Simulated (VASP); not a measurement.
A run of VASP 6.6.1:

Contents of INCAR:

```
  ALGO = Normal
  EDIFF = 1E-6
  EDIFFG = -0.002
  ENCUT = 600
  IBRION = 2
  ISIF = 3
  ISMEAR = 0
  LASPH = True
  LCHARG = False
  LREAL = False
  LWAVE = False
  NELM = 100
  NSW = 100
  PREC = Accurate
  PSTRESS = 150.0
  SIGMA = 0.01
```

The input KPOINTS:

```
k-points
0
Gamma
  6 6 4
```

The input POSCAR:

```
CdSe
1.0
    4.2470825526      0.0000000000      0.0000000000
   -2.1235412763      3.6780813826      0.0000000000
    0.0000000000      0.0000000000      6.9420032420
Cd Se
2 2
Direct
    0.3333333333      0.6666666667      0.0048579434
    0.6666666667      0.3333333333      0.5048579434
    0.3333333333      0.6666666667      0.3801420566
    0.6666666667      0.3333333333      0.8801420566
```

Potentials or basis: VASP PAW LDA potentials, release 64 (Cd, Se).

The run is started by

```bash
$ cat potpaw_LDA.64/Cd/POTCAR potpaw_LDA.64/Se/POTCAR > POTCAR
$ mpirun -np 1 vasp_std > vasp.out
```

Hardware: 1 thread of Intel(R) Xeon(R) 6975P-C (Granite Rapids), on a shared host.

Question: How long does it take, and how much memory?

Answer: Wall time 5 min on 1 thread of Intel(R) Xeon(R) 6975P-C (Granite Rapids), on a shared host, peak memory 0.25 GiB. Counts: scf iterations 174, k points 21, ion steps 35.
